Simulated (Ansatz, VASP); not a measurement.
## Cs2Cd in VASP and in Ansatz

```
Cs Cd
1.0
     0.00000    4.78359    4.78359
     4.78359    0.00000    4.78359
     4.78359    4.78359    0.00000
Cs Cd
2 1
Cartesian
  2.3918 2.3918 2.3918
  7.1754 7.1754 7.1754
  4.7836 4.7836 4.7836
```

Alike in both runs: task relaxation of cell and atoms; functional PBE; k mesh 8 × 8 × 8; occupations gaussian, width 0.1 eV; no spin polarisation.

```csv
,VASP,Ansatz
version,VASP 6.6.1,Ansatz 0.2.0
potentials or method,"VASP PAW PBE potentials, release 64 (Cs_sv, Cd), cutoff 600 eV","scalar-relativistic, plane waves, PAW"
valence electrons in the cell,30,38
```

```csv
,VASP,Ansatz,Ansatz less VASP
"gap on the k mesh at the Fermi level, each at its own relaxed structure (eV)",none,none,-
relaxed volume (Å³/atom),72.97,72.97,0.000
relaxed cell length with the largest relative difference (Å),6.765,6.765,0.0000
```

A gap of «none» marks a metal or a gap that the smearing closes. VASP's potentials hold 30 valence electrons a cell and Ansatz's 38, so a difference there can come from the potentials and not from the codes.

Spin-orbit coupling is off throughout. Noted on VASP's run: the relaxation stopped at its first step, so nothing moved.
